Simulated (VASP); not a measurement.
CdS: single point with PBE

CdS:

```
Cd S
1.0
     4.03966    0.00000    0.00000
    -2.01983    3.49845    0.00000
     0.00000    0.00000    6.56303
Cd S
2 2
Cartesian
  0.0000 2.3323 -0.0061
  2.0198 1.1662 3.2755
  0.0000 2.3323 2.4672
  2.0198 1.1662 5.7487
```

This cell differs from its parent crystal: strain -3.0%.

```
Program                : VASP 6.6.1
Task                   : single point
Functional             : PBE
Potentials or basis    : VASP PAW PBE potentials, release 64 (Cd, S)
Cutoff                 : 520 eV
k mesh                 : 12 × 12 × 4
Occupations            : fermi-dirac, width 0.02 eV
Spin                   : no spin polarisation
Dipole correction      : no
Further INCAR settings : ALGO = Normal; EDIFF = 1e-06; NBANDS = 26
```

| Item | Value |
| --- | --- |
| Pressure | 8.5 GPa |
| Largest force | 0.004 eV/Å |
| Band gap on the k mesh | 1.39 eV |

Forces in eV/Å, atoms in the order of the input:
```
Cd   0.000  0.000  0.004
Cd   0.000  0.000  0.004
S    0.000  0.000 -0.004
S    0.000  0.000 -0.004
```

Stress tensor (GPa, compression positive):
```
8.48 0.00 0.00
0.00 8.48 0.00
0.00 0.00 8.60
```

Levels at points of the mesh, in eV from the valence-band top:
```tsv
k point	band 14	band 15	band 16	band 17	band 18	band 19	band 20	band 21	band 22	band 23
(0.00, 0.00, 0.00)	-0.86	-0.86	-0.05	0.00	0.00	1.39	2.87	6.45	6.45	6.78
(0.50, 0.00, 0.00)	-3.83	-2.97	-2.14	-1.48	-0.86	3.87	3.88	5.07	6.67	7.03
(0.00, 0.00, 0.50)	-2.63	-0.45	-0.45	-0.45	-0.45	3.01	3.01	6.27	6.27	6.81
(0.50, 0.00, 0.50)	-4.52	-1.54	-1.54	-1.50	-1.50	3.51	3.51	5.41	5.41	8.13
```

Wall time 4 min on 1 thread of Intel Xeon 8259CL, on a shared host, peak memory 0.26 GiB.

Caveat: the cell differs from its parent crystal (strain -3.0%); the cell stands under pressure. A k mesh can miss the band edges.
